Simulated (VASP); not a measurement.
# HfC (wurtzite type) (P6_3mc) in VASP: single point with PBE

Aim: the single point of HfC (wurtzite type) with PBE.

Program: VASP 6.6.1. These are calculated values, not measurements. Logs are shortened: lines on timing, memory, paths and dates and some standing lists are left out, and cuts for length are marked.

### 1 The cell of the first run

The structure is hexagonal, space group P6_3mc (No. 186). Conventional cell: a = 3.853 Å, b = 3.853 Å, c = 4.638 Å, α = 90.00°, β = 90.00°, γ = 120.00°. Within 2.9 Å of Hf (site symmetry 3m) lie 5 C at 2.22 to 2.33 Å. Within 2.9 Å of C (site symmetry 3m) lie 5 Hf at 2.22 to 2.33 Å.

### 2 Single point, PBE

Input file INCAR:

```
SYSTEM = HfC
PREC = Accurate ; ENCUT = 520
EDIFF = 1E-7 ; ISMEAR = -1
SIGMA = 0.08 ; LREAL = .False.
LASPH = .True. ; NELM = 100
ALGO = Normal ; ISIF = 2
LWAVE = .False. ; LCHARG = .False.
GGA = PE ; NBANDS = 22
```

Input file KPOINTS:

```
regular mesh
0
Gamma
  13 13 7
  0 0 0
```

Input file POSCAR:

```
HfC
1.0
    3.8529833569      0.0000000000      0.0000000000
   -1.9264916784      3.3367814675      0.0000000000
    0.0000000000      0.0000000000      4.6375231178
Hf C
2 2
Direct
    0.3333333333      0.6666666667     -0.0604410183
    0.6666666667      0.3333333333      0.4395589817
    0.3333333333      0.6666666667      0.4364410183
    0.6666666667      0.3333333333      0.9364410183
```

Potentials or basis: VASP PAW PBE potentials, release 64 (Hf_pv, C).

Run with:

```sh
$ cat potpaw_PBE.64/Hf_pv/POTCAR potpaw_PBE.64/C/POTCAR > POTCAR
$ mpirun -np 1 vasp_std > vasp.out
```

OUTCAR:

```text
SYSTEM = HfC
   PREC = Accurate
   ENCUT = 520
   EDIFF = 1E-7
   ISMEAR = -1
   LREAL = .False.
   LASPH = .True.
   NELM = 100
   ISIF = 2
   GGA = PE

 ion  position               nearest neighbor table
   1  0.333  0.667  0.940-   4 2.22   4 2.22   4 2.22   3 2.30   3 2.33   2 3.21   2 3.21   2 3.21
                             2 3.21   2 3.21   2 3.21
   2  0.667  0.333  0.440-   3 2.22   3 2.22   3 2.22   4 2.30   4 2.33   1 3.21   1 3.21   1 3.21
                             1 3.21   1 3.21   1 3.21
   3  0.333  0.667  0.436-   2 2.22   2 2.22   2 2.22   1 2.30   1 2.33
   4  0.667  0.333  0.936-   1 2.22   1 2.22   1 2.22   2 2.30   2 2.33

  LATTYP: Found a hexagonal cell.
 ALAT       =     3.8529833569
 C/A-ratio  =     1.2036187775

  Lattice vectors:

 A1 = (   3.8529833569,   0.0000000000,   0.0000000000)
 A2 = (  -1.9264916784,   3.3367814675,   0.0000000000)
 A3 = (   0.0000000000,   0.0000000000,   4.6375231178)

Analysis of symmetry for initial positions (statically):
=====================================================================
 Subroutine PRICEL returns:
 Original cell was already a primitive cell.

 Routine SETGRP: Setting up the symmetry group for a
 hexagonal supercell.

 Subroutine GETGRP returns: Found 12 space group operations
 (whereof  6 operations were pure point group operations)
 out of a pool of 24 trial point group operations.

The static configuration has the point symmetry C_3v.
 The point group associated with its full space group is C_6v.

Analysis of symmetry for dynamics (positions and initial velocities):
=====================================================================
 Subroutine PRICEL returns:
 Original cell was already a primitive cell.

 Routine SETGRP: Setting up the symmetry group for a
 hexagonal supercell.

 Subroutine GETGRP returns: Found 12 space group operations
 (whereof  6 operations were pure point group operations)
 out of a pool of 24 trial point group operations.

The dynamic configuration has the point symmetry C_3v.
 The point group associated with its full space group is C_6v.

 Subroutine INISYM returns: Found 12 space group operations
 (whereof  6 operations are pure point group operations),
 and found     1 'primitive' translations

----------------------------------------------------------------------------------------

                                     Primitive cell

  volume of cell :      59.6226

  direct lattice vectors                    reciprocal lattice vectors
     3.852983357  0.000000000  0.000000000     0.259539143  0.149844994  0.000000000
    -1.926491678  3.336781467  0.000000000     0.000000000  0.299689989  0.000000000
     0.000000000  0.000000000  4.637523118     0.000000000  0.000000000  0.215632348

  length of vectors
     3.852983357  3.852983357  4.637523118     0.299689989  0.299689989  0.215632348

  position of ions in fractional coordinates (direct lattice)
     0.333333333  0.666666667  0.939558982
     0.666666667  0.333333333  0.439558982
     0.333333333  0.666666667  0.436441018
     0.666666667  0.333333333  0.936441018

  ion indices of the primitive-cell ions
   primitive index   ion index
                 1           1
                 2           2
                 3           3
                 4           4

----------------------------------------------------------------------------------------

 KPOINTS: regular mesh

Automatic generation of k-mesh.
 Grid dimensions read from file:
 generate k-points for:   13   13    7

 Generating k-lattice:

  Cartesian coordinates                     Fractional coordinates (reciprocal lattice)
     0.019964549  0.011526538  0.000000000     0.076923077  0.000000000  0.000000000
     0.000000000  0.023053076  0.000000000     0.000000000  0.076923077  0.000000000
     0.000000000  0.000000000  0.030804621     0.000000000  0.000000000  0.142857143

  Length of vectors
     0.023053076  0.023053076  0.030804621

  Shift w.r.t. Gamma in fractional coordinates (k-lattice)
     0.000000000  0.000000000  0.000000000

 Subroutine IBZKPT returns following result:
 ===========================================

 Found     84 irreducible k-points:

 Following reciprocal coordinates:
            Coordinates               Weight
  0.000000  0.000000  0.000000      1.000000
  0.076923 -0.000000  0.000000      6.000000
  0.153846  0.000000  0.000000      6.000000
  0.230769 -0.000000  0.000000      6.000000
  0.307692  0.000000  0.000000      6.000000
  0.384615 -0.000000  0.000000      6.000000
[... 16 lines left out ...]
  0.076923 -0.000000  0.142857     12.000000
  0.153846  0.000000  0.142857     12.000000
 [... further k-points ...]
   k-points           NKPTS =     84   k-points in BZ     NKDIM =     84   number of bands    NBANDS=     22
   number of dos      NEDOS =    301   number of ions     NIONS =      4
   total plane-waves  NPLWV =  32400
   dimension x,y,z NGX =    30 NGY =   30 NGZ =   36
   dimension x,y,z NGXF=    60 NGYF=   60 NGZF=   72
   ions per type =               2   2
   NGX,Y,Z   is equivalent  to a cutoff of  12.94, 12.94, 12.91 a.u.
   NGXF,Y,Z  is equivalent  to a cutoff of  25.89, 25.89, 25.81 a.u.
 SYSTEM =  HfC
   PREC   = accura    normal or accurate (medium, high low for compatibility)
   ISTART =      0    job   : 0-new  1-cont  2-samecut
   ICHARG =      2    charge: 1-file 2-atom 10-const
   ISPIN  =      1    spin polarized calculation?
   LNONCOLLINEAR =      F non collinear calculations
   LSORBIT =      F    spin-orbit coupling
   LASPH  =      T    aspherical Exc in radial PAW
   ENCUT  =  520.0 eV  38.22 Ry    6.18 a.u.   7.16  7.16  8.62*2*pi/ulx,y,z
   NELM   =    100;   NELMIN=  2; NELMDL= -5     # of ELM steps
   EDIFF  = 0.1E-06   stopping-criterion for ELM
   LREAL  =      F    real-space projection
   EDIFFG = 0.1E-05   stopping-criterion for IOM
   NSW    =      0    number of steps for IOM
   IBRION =     -1    ionic relax: 0-MD 1-quasi-New 2-CG
   NFREE  =      0    steps in history (QN), initial steepest desc. (CG)
   ISIF   =      2    stress and relaxation
   ISYM   =      2    0-nonsym 1-usesym 2-fastsym
   POTIM  = 0.5000    time-step for ionic-motion
   TEBEG  =    0.0;   TEEND  =   0.0 temperature during run
   PSTRESS=    0.0 pullay stress
   NELECT =      28.0000    total number of electrons
   NUPDOWN=      -1.0000    fix difference up-down
   EMIN   =  10.00;   EMAX   =-10.00  energy-range for DOS
   EFERMI =   0.00;   METHOD = LEGACY
   ISMEAR =    -1;   SIGMA  =   0.08  broadening in eV -4-tet -1-fermi 0-gaus
   EFERMI_NEDOS =   21; number of points for ismear=-14 and -15
   IALGO  =     38    algorithm
   IMIX   =      4    mixing-type and parameters
     AMIX     =   0.40;   BMIX     =  1.00
     AMIX_MAG =   1.60;   BMIX_MAG =  1.00
  volume/ion in A,a.u.               =      14.91       100.59
  Fermi-wavevector in a.u.,A,eV,Ry     =   1.272498  2.404673 22.031257  1.619252
  Thomas-Fermi vector in A             =   2.405373
   LORBIT       =      0    0 simple, 1 ext, 2 COOP (PROOUT), +10 PAW based schemes
   GGA     = PE    functional components
   LHFCALC =     F    Hartree Fock is set to
   AEXX    =    0.0000 exact exchange contribution
   IVDW    =     0    specifies the selected vdW correction
   LEPSILON=     F    determine dielectric tensor
   LRPA    =     F    only Hartree local field effects (RPA)
 non-spin polarized calculation
  energy-cutoff  :      520.00
  volume of cell :       59.62
 maximum number of plane-waves:      1626
 NGX is ok and might be reduce to    30
   NGX = 15   NGY = 15   NGZ = 17

 number of electron      28.0000001 magnetization

 Free energy of the ion-electron system (eV)
  ---------------------------------------------------
  ext. energy  EPLUGINS =         0.00000000
  ---------------------------------------------------
  free energy    TOTEN  =       -41.02208032 eV

  energy without entropy =      -41.01388990  energy(sigma->0) =      -41.01798511

 E-fermi :   4.3871     XC(G=0): -11.1778

 val. band max:        4.3382727070   @ k =   0.0769  -0.0000   0.1429
 cond. band min:       4.4177020137   @ k =   0.3846   0.1538   0.0000
 fundamental gap:      0.0794293067
 Fermi energy:         4.3871437183

 k-point     1 :       0.0000    0.0000    0.0000
  band No.  band energies     occupation
      1     -25.6828      2.00000
      2     -25.5406      2.00000
      3     -25.5406      2.00000
      4     -25.3393      2.00000
      5     -25.3393      2.00000
      6     -25.1073      2.00000
[... 14 lines left out ...]
     21      11.3936      0.00000
     22      13.1083      0.00000

 k-point     2 :       0.0769   -0.0000    0.0000
  band No.  band energies     occupation
      1     -25.6750      2.00000
      2     -25.5461      2.00000
      3     -25.5449      2.00000
      4     -25.3483      2.00000
      5     -25.3385      2.00000
      6     -25.1143      2.00000
[... 14 lines left out ...]
     21      11.5889      0.00000
     22      12.5989      0.00000

 k-point     3 :       0.1538    0.0000    0.0000
  band No.  band energies     occupation
      1     -25.6522      2.00000
      2     -25.5616      2.00000
      3     -25.5566      2.00000
      4     -25.3732      2.00000
      5     -25.3365      2.00000
      6     -25.1349      2.00000
[... 14 lines left out ...]
     21      11.5132      0.00000
     22      12.0181      0.00000
[... 476 lines left out ...]
 k-point    23 :       0.0769   -0.0000    0.1429
  band No.  band energies     occupation
      1     -25.6561      2.00000
      2     -25.5347      2.00000
      3     -25.5307      2.00000
      4     -25.3615      2.00000
      5     -25.3487      2.00000
      6     -25.1423      2.00000
[... 14 lines left out ...]
     21      11.2659      0.00000
     22      12.6204      0.00000

 k-point    24 :       0.1538    0.0000    0.1429
  band No.  band energies     occupation
      1     -25.6540      2.00000
      2     -25.5457      2.00000
      3     -25.5277      2.00000
      4     -25.3941      2.00000
      5     -25.3474      2.00000
      6     -25.1517      2.00000
[... 14 lines left out ...]
     21      11.7025      0.00000
     22      11.8215      0.00000

 [... further k-points ...]

------------------------ aborting loop because EDIFF is reached ----------------------------------------

  FORCE on cell =-STRESS in cart. coord.  units (eV):
  Direction    XX          YY          ZZ          XY          YZ          ZX
  --------------------------------------------------------------------------------------
  -------------------------------------------------------------------------------------
  Total       -0.1766262     -0.1766262     -0.1796031     -0.0000000      0.0000000      0.0000000
  in kB       -4.7462938     -4.7462938     -4.8262895     -0.0000000      0.0000000      0.0000000
  external PRESSURE =      -4.7729590 kB  Pullay stress =       0.0000000 kB

 VOLUME and BASIS-vectors are now :
 -----------------------------------------------------------------------------
  energy-cutoff  :      520.00
  volume of cell :       59.62
      direct lattice vectors                 reciprocal lattice vectors
     3.852983357  0.000000000  0.000000000     0.259539143  0.149844994  0.000000000
    -1.926491678  3.336781467  0.000000000     0.000000000  0.299689989  0.000000000
     0.000000000  0.000000000  4.637523118     0.000000000  0.000000000  0.215632348

 POSITION                                       TOTAL-FORCE (eV/Angst)
 -----------------------------------------------------------------------------------
     -0.00000      2.22452      4.35723        -0.000000     -0.000000      0.001407
      1.92649      1.11226      2.03846         0.000000      0.000000      0.001407
     -0.00000      2.22452      2.02401         0.000000      0.000000     -0.001407
      1.92649      1.11226      4.34277        -0.000000     -0.000000     -0.001407
 -----------------------------------------------------------------------------------
    total drift:                               -0.000000      0.000000      0.000069

  FREE ENERGIE OF THE ION-ELECTRON SYSTEM (eV)
  ---------------------------------------------------
  free  energy   TOTEN  =       -41.0220803179 eV

  energy  without entropy=      -41.0138898989  energy(sigma->0) =      -41.01798511
```

Wall time 89 s (1 thread of Intel Xeon Platinum 8259CL at 2.50GHz (Skylake/Cascade Lake), shared host); peak memory 0.24 GiB.

Results:

```
Free energy            : -41.0221 eV
Pressure               : -0.5 GPa
Band gap on the k mesh : zero (band 14 reaches 5.69 eV, above the bottom of band 15 at 4.18 eV)
```

Levels at points of the mesh, in eV from the Fermi level:
| k point | band 11 | band 12 | band 13 | band 14 | band 15 | band 16 | band 17 | band 18 |
| --- | --- | --- | --- | --- | --- | --- | --- | --- |
| (0.00, 0.00, 0.00) | -2.50 | -2.50 | -1.85 | 1.31 | 1.38 | 1.38 | 2.47 | 4.91 |

Caveat: spin-orbit coupling is left out, which moves the levels of the heavy elements.
